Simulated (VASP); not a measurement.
Set up this calculation in VASP 6.6.1, as the native input.

```yaml
Task: relaxation of cell and atoms
Functional: PBE
Potentials_or_basis: VASP PAW PBE potentials, release 64 (Hf_pv, C)
Cutoff: 600 eV
k_mesh: 14 × 14 × 14
Occupations: gaussian, width 0.01 eV
Spin: no spin polarisation
Dipole_correction: no
Further_INCAR_settings: ALGO = Normal; EDIFF = 1e-06; IBRION = 2; EDIFFG = -0.01; NSW = 100; ISIF = 3
```

The structure of HfC lies in POSCAR:

```
HfC
1.0
   -2.0099525752      2.0099525752      1.7867811792
    2.0099525752     -2.0099525752      1.7867811792
    2.0099525752      2.0099525752     -1.7867811792
Hf C
1 1
Direct
    0.2500000000      0.7500000000      0.5000000000
    0.0000000000      0.0000000000      0.0000000000
```

The cell was built from a structure type or drawn by symmetry, and may not be a known phase.

These files were run (other wordings do the same):

INCAR

```
PREC = Accurate ; ENCUT = 600
EDIFF = 1E-6 ; ISMEAR = 0
SIGMA = 0.01 ; LREAL = False
LASPH = True ; NELM = 60
ALGO = Normal ; ISIF = 3
LWAVE = False ; LCHARG = False
GGA = PE ; IBRION = 2
NSW = 100 ; EDIFFG = -0.01
```

KPOINTS

```
Automatic mesh
0
Gamma
  14 14 14
```

Potentials or basis: VASP PAW PBE potentials, release 64 (Hf_pv, C).

Command:

```console
$ cat potpaw_PBE.64/Hf_pv/POTCAR potpaw_PBE.64/C/POTCAR > POTCAR
$ mpirun -np 1 vasp_std > vasp.out
```

Results of the run:

```
Relaxed volume                        : 14.35 Å³/atom
Relaxed cell                          : a = 3.351 Å, b = 3.351 Å, c = 3.351 Å, α = 106.29°, β = 106.29°, γ = 116.04°
Space group after relaxing (to 0.1 Å) : I-4m2 (No. 119)
Energy gained by relaxing             : 0.2 meV/atom
Ionic steps                           : 5
Pressure after relaxing               : 0.0 GPa
Band gap on the k mesh                : 0.04 eV
```

Caveat: spin-orbit coupling is left out, which moves the levels of the heavy elements.

Run time: 7.3 min on 1 thread of AMD EPYC 7R43 64-Core Processor (Zen 3), on a shared host, peak memory 0.22 GiB.
